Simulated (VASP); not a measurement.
# Ca (I4/mmm) in VASP: a series of runs

The runs below take Ca through single point, with PBE.

All numbers are computed with VASP 6.6.1; they aren't measurements. Logs are shortened: lines on timing, memory, paths and dates and some standing lists are left out, and cuts for length are marked.

## Step 1: The cell of the first run

It takes space group I4/mmm (No. 139, tetragonal). The conventional cell has a = 3.952 Å, b = 3.952 Å, c = 5.253 Å, α = 90.00°, β = 90.00°, γ = 90.00°. Ca (site symmetry 4/mmm) has 12 Ca at 3.83 to 3.95 Å within 5.0 Å.

## Step 2: Single point, PBE (strain -0.0600 x Voigt [1, 0, 0, 0, 0, 0])

Input file INCAR:

```
ALGO = Fast
EDIFF = 1E-6
ENCUT = 520
GGA = PE
ISIF = 2
ISMEAR = 0
LASPH = True
LCHARG = True
LELF = True
LREAL = False
LVHAR = True
LWAVE = False
NBANDS = 11
NELM = 100
PREC = Accurate
SIGMA = 0.15
```

Input file KPOINTS:

```
k-points
0
Gamma
  14 14 14
```

Input file POSCAR:

```
Ca
1.0
    0.0000000000      2.7942000000      2.7942000000
    2.6265480000      0.0000000000      2.7942000000
    2.6265480000      2.7942000000      0.0000000000
Ca
1
Direct
    0.0000000000      0.0000000000      0.0000000000
```

Potentials or basis: VASP PAW PBE potentials, release 64 (Ca_sv).

Launch:

```
$ cat potpaw_PBE.64/Ca_sv/POTCAR > POTCAR
$ mpirun -np 1 vasp_std > vasp.out
```

OUTCAR:

```text
EDIFF = 1E-6
   ENCUT = 520
   GGA = PE
   ISIF = 2
   ISMEAR = 0
   LASPH = True
   LREAL = False
   NELM = 100
   PREC = Accurate

 ion  position               nearest neighbor table
   1  0.000  0.000  0.000-

  LATTYP: Found a body centered tetragonal cell.
 ALAT       =     3.9515955360
 C/A-ratio  =     1.3293607486

  Lattice vectors:

 A1 = (  -2.6265480000,   0.0000000000,  -2.7942000000)
 A2 = (  -2.6265480000,   0.0000000000,   2.7942000000)
 A3 = (   2.6265480000,   2.7942000000,   0.0000000000)

Analysis of symmetry for initial positions (statically):
=====================================================================
 Subroutine PRICEL returns:
 Original cell was already a primitive cell.

 Routine SETGRP: Setting up the symmetry group for a
 body centered tetragonal supercell.

 Subroutine GETGRP returns: Found 16 space group operations
 (whereof 16 operations were pure point group operations)
 out of a pool of 16 trial point group operations.

The static configuration has the point symmetry D_4h.

Analysis of symmetry for dynamics (positions and initial velocities):
=====================================================================
 Subroutine PRICEL returns:
 Original cell was already a primitive cell.

 Routine SETGRP: Setting up the symmetry group for a
 body centered tetragonal supercell.

 Subroutine GETGRP returns: Found 16 space group operations
 (whereof 16 operations were pure point group operations)
 out of a pool of 16 trial point group operations.

The dynamic configuration has the point symmetry D_4h.

 Subroutine INISYM returns: Found 16 space group operations
 (whereof 16 operations are pure point group operations),
 and found     1 'primitive' translations

----------------------------------------------------------------------------------------

                                     Primitive cell

  volume of cell :      41.0138

  direct lattice vectors                    reciprocal lattice vectors
     0.000000000  2.794200000  2.794200000    -0.190363930  0.178942094  0.178942094
     2.626548000  0.000000000  2.794200000     0.190363930 -0.178942094  0.178942094
     2.626548000  2.794200000  0.000000000     0.190363930  0.178942094 -0.178942094

  length of vectors
     3.951595536  3.834880446  3.834880446     0.316668553  0.316668553  0.316668553

  position of ions in fractional coordinates (direct lattice)
     0.000000000  0.000000000  0.000000000

  ion indices of the primitive-cell ions
   primitive index   ion index
                 1           1

----------------------------------------------------------------------------------------

 KPOINTS: k-points

Automatic generation of k-mesh.
 Grid dimensions read from file:
 generate k-points for:   14   14   14

 Generating k-lattice:

  Cartesian coordinates                     Fractional coordinates (reciprocal lattice)
    -0.013597424  0.012781578  0.012781578     0.071428571  0.000000000  0.000000000
     0.013597424 -0.012781578  0.012781578     0.000000000  0.071428571  0.000000000
     0.013597424  0.012781578 -0.012781578     0.000000000  0.000000000  0.071428571

  Length of vectors
     0.022619182  0.022619182  0.022619182

  Shift w.r.t. Gamma in fractional coordinates (k-lattice)
     0.000000000  0.000000000  0.000000000

 Subroutine IBZKPT returns following result:
 ===========================================

 Found    244 irreducible k-points:

 Following reciprocal coordinates:
            Coordinates               Weight
  0.000000  0.000000  0.000000      1.000000
  0.071429  0.000000  0.000000      8.000000
  0.142857  0.000000  0.000000      8.000000
  0.214286 -0.000000 -0.000000      8.000000
  0.285714 -0.000000 -0.000000      8.000000
  0.357143 -0.000000 -0.000000      8.000000
[... 16 lines left out ...]
  0.214286  0.142857 -0.000000     16.000000
  0.285714  0.142857 -0.000000     16.000000
 [... further k-points ...]
   k-points           NKPTS =    244   k-points in BZ     NKDIM =    244   number of bands    NBANDS=     11
   number of dos      NEDOS =    301   number of ions     NIONS =      1
   total plane-waves  NPLWV =  27000
   dimension x,y,z NGX =    30 NGY =   30 NGZ =   30
   dimension x,y,z NGXF=    60 NGYF=   60 NGZF=   60
   ions per type =               1
   NGX,Y,Z   is equivalent  to a cutoff of  12.62, 13.01, 13.01 a.u.
   NGXF,Y,Z  is equivalent  to a cutoff of  25.24, 26.01, 26.01 a.u.
 SYSTEM =  unknown system
   PREC   = accura    normal or accurate (medium, high low for compatibility)
   ISTART =      0    job   : 0-new  1-cont  2-samecut
   ICHARG =      2    charge: 1-file 2-atom 10-const
   ISPIN  =      1    spin polarized calculation?
   LNONCOLLINEAR =      F non collinear calculations
   LSORBIT =      F    spin-orbit coupling
   LASPH  =      T    aspherical Exc in radial PAW
   ENCUT  =  520.0 eV  38.22 Ry    6.18 a.u.   7.35  7.13  7.13*2*pi/ulx,y,z
   NELM   =    100;   NELMIN=  2; NELMDL= -5     # of ELM steps
   EDIFF  = 0.1E-05   stopping-criterion for ELM
   LREAL  =      F    real-space projection
   EDIFFG = 0.1E-04   stopping-criterion for IOM
   NSW    =      0    number of steps for IOM
   IBRION =     -1    ionic relax: 0-MD 1-quasi-New 2-CG
   NFREE  =      0    steps in history (QN), initial steepest desc. (CG)
   ISIF   =      2    stress and relaxation
   ISYM   =      2    0-nonsym 1-usesym 2-fastsym
   POTIM  = 0.5000    time-step for ionic-motion
   TEBEG  =    0.0;   TEEND  =   0.0 temperature during run
   PSTRESS=    0.0 pullay stress
   NELECT =      10.0000    total number of electrons
   NUPDOWN=      -1.0000    fix difference up-down
   EMIN   =  10.00;   EMAX   =-10.00  energy-range for DOS
   EFERMI =   0.00;   METHOD = LEGACY
   ISMEAR =     0;   SIGMA  =   0.15  broadening in eV -4-tet -1-fermi 0-gaus
   EFERMI_NEDOS =   21; number of points for ismear=-14 and -15
   IALGO  =     68    algorithm
   IMIX   =      4    mixing-type and parameters
     AMIX     =   0.40;   BMIX     =  1.00
     AMIX_MAG =   1.60;   BMIX_MAG =  1.00
  volume/ion in A,a.u.               =      41.01       276.77
  Fermi-wavevector in a.u.,A,eV,Ry     =   1.022739  1.932696 14.231621  1.045995
  Thomas-Fermi vector in A             =   2.156434
   LORBIT       =      0    0 simple, 1 ext, 2 COOP (PROOUT), +10 PAW based schemes
   GGA     = PE    functional components
   LHFCALC =     F    Hartree Fock is set to
   AEXX    =    0.0000 exact exchange contribution
   IVDW    =     0    specifies the selected vdW correction
   LEPSILON=     F    determine dielectric tensor
   LRPA    =     F    only Hartree local field effects (RPA)
 non-spin polarized calculation
 RMM-DIIS sequential band-by-band and
 Gauss-broadening in eV      SIGMA  =   0.15
  energy-cutoff  :      520.00
  volume of cell :       41.01
 maximum number of plane-waves:      1125
 NGX is ok and might be reduce to    30
   NGX = 15   NGY = 15   NGZ = 15

 number of electron      10.0000001 magnetization

 Free energy of the ion-electron system (eV)
  ---------------------------------------------------
  ext. energy  EPLUGINS =         0.00000000
  ---------------------------------------------------
  free energy    TOTEN  =        -1.93335587 eV

  energy without entropy =       -1.91839510  energy(sigma->0) =       -1.92587549

 E-fermi :   2.0754     XC(G=0):  -7.8240

 val. band max:        2.0696509460   @ k =  -0.2143   0.4286   0.3571
 cond. band min:       2.0794231232   @ k =   0.2143  -0.4286   0.0714
 fundamental gap:      0.0097721772
 Fermi energy:         2.0754397026

 k-point     1 :       0.0000    0.0000    0.0000
  band No.  band energies     occupation
      1     -39.8765      2.00000
      2     -20.7914      2.00000
      3     -20.7914      2.00000
      4     -20.7856      2.00000
      5      -2.0014      2.00000
      6       4.3722      0.00000
      7       4.3722      0.00000
      8       4.6413      0.00000
      9       5.3663      0.00000
     10       5.7126      0.00000
     11      11.3525      0.00000

 k-point     2 :       0.0714    0.0000    0.0000
  band No.  band energies     occupation
      1     -39.8757      2.00000
      2     -20.7978      2.00000
      3     -20.7928      2.00000
      4     -20.7877      2.00000
      5      -1.9117      2.00000
      6       4.3140      0.00000
      7       4.4044      0.00000
      8       4.6366      0.00000
      9       5.3431      0.00000
     10       5.6758      0.00000
     11      11.4644      0.00000

 k-point     3 :       0.1429    0.0000    0.0000
  band No.  band energies     occupation
      1     -39.8735      2.00000
      2     -20.8190      2.00000
      3     -20.7967      2.00000
      4     -20.7903      2.00000
      5      -1.6472      2.00000
      6       4.0853      0.00000
      7       4.4688      0.00000
      8       4.6864      0.00000
      9       5.3174      0.00000
     10       5.5983      0.00000
     11      11.3414      0.00000

 k-point     4 :       0.2143   -0.0000   -0.0000
  band No.  band energies     occupation
      1     -39.8704      2.00000
      2     -20.8500      2.00000
      3     -20.8023      2.00000
      4     -20.7933      2.00000
      5      -1.2223      2.00000
      6       3.7238      0.00000
      7       4.4752      0.00000
      8       4.7440      0.00000
      9       5.4021      0.00000
     10       5.5747      0.00000
     11      10.2275      0.00000
[... 239 lines left out ...]
 k-point    22 :       0.1429    0.1429    0.0000
  band No.  band energies     occupation
      1     -39.8728      2.00000
      2     -20.8196      2.00000
      3     -20.7991      2.00000
      4     -20.7970      2.00000
      5      -1.5501      2.00000
      6       3.9657      0.00000
      7       4.6033      0.00000
      8       4.8073      0.00000
      9       4.9672      0.00000
     10       5.7396      0.00000
     11      11.9224      0.00000

 k-point    23 :       0.2143    0.1429   -0.0000
  band No.  band energies     occupation
      1     -39.8705      2.00000
      2     -20.8387      2.00000
      3     -20.8036      2.00000
      4     -20.8020      2.00000
      5      -1.2476      2.00000
      6       3.7541      0.00000
      7       4.5834      0.00000
      8       4.8214      0.00000
      9       4.9785      0.00000
     10       5.7834      0.00000
     11      11.2619      0.00000

 k-point    24 :       0.2857    0.1429   -0.0000
  band No.  band energies     occupation
      1     -39.8675      2.00000
      2     -20.8654      2.00000
      3     -20.8101      2.00000
      4     -20.8064      2.00000
      5      -0.7941      2.00000
      6       3.4751      0.00000
      7       4.3176      0.00000
      8       4.8631      0.00000
      9       5.2341      0.00000
     10       5.8823      0.00000
     11      10.0561      0.00000

 [... further k-points ...]

------------------------ aborting loop because EDIFF is reached ----------------------------------------

  FORCE on cell =-STRESS in cart. coord.  units (eV):
  Direction    XX          YY          ZZ          XY          YZ          ZX
  --------------------------------------------------------------------------------------
  -------------------------------------------------------------------------------------
  Total        0.1873067      0.1030644      0.1030644      0.0000000      0.0000000     -0.0000000
  in kB        7.3170090      4.0261387      4.0261387      0.0000000      0.0000000     -0.0000000
  external PRESSURE =       5.1230955 kB  Pullay stress =       0.0000000 kB

 VOLUME and BASIS-vectors are now :
 -----------------------------------------------------------------------------
  energy-cutoff  :      520.00
  volume of cell :       41.01
      direct lattice vectors                 reciprocal lattice vectors
     0.000000000  2.794200000  2.794200000    -0.190363930  0.178942094  0.178942094
     2.626548000  0.000000000  2.794200000     0.190363930 -0.178942094  0.178942094
     2.626548000  2.794200000  0.000000000     0.190363930  0.178942094 -0.178942094

 POSITION                                       TOTAL-FORCE (eV/Angst)
 -----------------------------------------------------------------------------------
      0.00000      0.00000      0.00000         0.000000      0.000000      0.000000
 -----------------------------------------------------------------------------------
    total drift:                               -0.000000     -0.000000     -0.000000

  FREE ENERGIE OF THE ION-ELECTRON SYSTEM (eV)
  ---------------------------------------------------
  free  energy   TOTEN  =        -1.9333558740 eV

  energy  without entropy=       -1.9183951031  energy(sigma->0) =       -1.92587549
```

Run time: 51 s. Hardware: 1 thread of AMD EPYC 9R45 (Zen 5), shared host; peak memory 0.22 GiB.

Results:

- Free energy: -1.9334 eV
- Pressure: 0.5 GPa
- Band gap on the k mesh: zero (bands 5 and 6 overlap by 0.29 eV)

Stress tensor (GPa, compression positive):
```
0.73 0.00 0.00
0.00 0.40 0.00
0.00 0.00 0.40
```

Caveat: the cell differs from its parent crystal (strain -0.0600 x Voigt [1, 0, 0, 0, 0, 0]).

## Step 3: Single point, PBE (strain -0.0450 x Voigt [1, 0, 0, 0, 0, 0])

Input file INCAR:

```
  PREC = Accurate
  ENCUT = 520
  EDIFF = 1E-6
  ISMEAR = 0
  SIGMA = 0.15
  LREAL = False
  LASPH = True
  NELM = 100
  ALGO = Normal
  ISIF = 2
  LWAVE = False
  LCHARG = True
  GGA = PE
  LELF = True
  LVHAR = True
  NBANDS = 11
```

Input file KPOINTS:

```
Automatic mesh
0
Gamma
  14 14 14
```

Input file POSCAR:

```
Ca
1.0
    0.0000000000      2.7942000000      2.7942000000
    2.6684610000      0.0000000000      2.7942000000
    2.6684610000      2.7942000000      0.0000000000
Ca
1
Direct
    0.0000000000      0.0000000000      0.0000000000
```

Potentials or basis: VASP PAW PBE potentials, release 64 (Ca_sv).

Launch:

```
$ cat potpaw_PBE.64/Ca_sv/POTCAR > POTCAR
$ mpirun -np 1 vasp_std > vasp.out
```

Run time: 33 s. Hardware: 1 thread of AMD EPYC 9R45 (Zen 5), shared host; peak memory 0.22 GiB.

Results (log left out):

```
Free energy            : -1.9358 eV
Pressure               : 0.2 GPa
Band gap on the k mesh : zero (bands 5 and 6 overlap by 0.31 eV)
```

Stress tensor (GPa, compression positive):
```
0.40 0.00 0.00
0.00 0.13 0.00
0.00 0.00 0.13
```

Levels at points of the mesh, in eV from the Fermi level:
```csv
k point,band 1,band 2,band 3,band 4,band 5,band 6,band 7,band 8,band 9,band 10
"(0.00, 0.00, 0.00)",-41.99,-22.90,-22.90,-22.90,-4.05,2.29,2.29,2.49,3.30,3.56
"(0.50, 0.00, 0.00)",-41.97,-23.05,-22.93,-22.92,-0.99,-0.15,2.11,2.37,4.08,4.19
"(0.50, 0.50, 0.00)",-41.97,-23.04,-22.96,-22.95,-0.51,0.62,0.84,4.12,4.23,4.40
"(0.00, 0.50, 0.50)",-41.97,-23.04,-22.96,-22.96,-0.38,0.50,1.31,4.12,4.33,4.33
```

Caveat: the cell differs from its parent crystal (strain -0.0450 x Voigt [1, 0, 0, 0, 0, 0]).
